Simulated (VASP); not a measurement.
Input of a VASP 6.6.1 run:

INCAR

```
PREC     = Accurate       # precision mode
ENCUT    = 600            # plane-wave cutoff, eV
EDIFF    = 1E-6           # SCF threshold, eV
ISMEAR   = 0              # smearing method
SIGMA    = 0.1            # smearing width, eV
LREAL    = False          # projectors in reciprocal space
LASPH    = True           # aspherical terms in the spheres
NELM     = 80             # most SCF steps
ALGO     = Normal         # electronic algorithm
ISIF     = 3              # what is computed and relaxed
LWAVE    = False          # write WAVECAR
LCHARG   = False          # write CHGCAR
GGA      = PE             # functional
IBRION   = 2              # ionic algorithm
NSW      = 100            # ionic steps
EDIFFG   = -0.01          # ionic threshold
```

Contents of KPOINTS:

```
Automatic mesh
0
Gamma
  38 38 38
```

The input POSCAR:

```
B
1.0
    0.0000000000      1.4880282532      3.4637354218
    0.8533814641      0.0000000000      3.4637354218
    0.8533814641      1.4880282532      0.0000000000
B
1
Direct
    0.5000000000      0.5000000000      0.5000000000
```

Potentials or basis: VASP PAW PBE potentials, release 64 (B).

Launch:

```sh
$ cat potpaw_PBE.64/B/POTCAR > POTCAR
$ mpirun -np 1 vasp_std > vasp.out
```

Predict the band gap on the k mesh.

zero (an odd number of electrons rules out a gap without spin polarisation).

Predict the relaxed volume.

10.02 Å³/atom.

The path:
```tsv
step	energy change (eV)	largest force (eV/Å)	pressure (GPa)	volume (Å³)
1	0.0000	0.0000	0.49	8.80
2	-0.0014	0.0000	1.40	8.83
3	-0.0016	0.0000	2.06	8.85
4	-0.0025	0.0000	1.53	8.92
5	-0.0042	0.0000	-0.08	9.12
6	-0.0042	0.0000	-2.90	9.53
7	-0.0047	0.0000	-1.66	9.34
8	-0.0054	0.0000	-1.50	9.38
9	-0.0071	0.0000	-1.02	9.51
10	-0.0087	0.0000	-0.02	9.76
11	-0.0088	0.0000	0.35	9.85
12	-0.0088	0.0000	0.30	9.84
13	-0.0089	0.0000	0.20	9.87
14	-0.0090	0.0000	-0.12	9.98
15	-0.0090	0.0000	-0.15	9.99
16	-0.0090	0.0000	-0.18	10.00
17	-0.0090	0.0000	0.03	10.02
```

Caveat: an odd number of electrons without spin polarisation forces a metal; a magnetic or distorted state may lie lower.
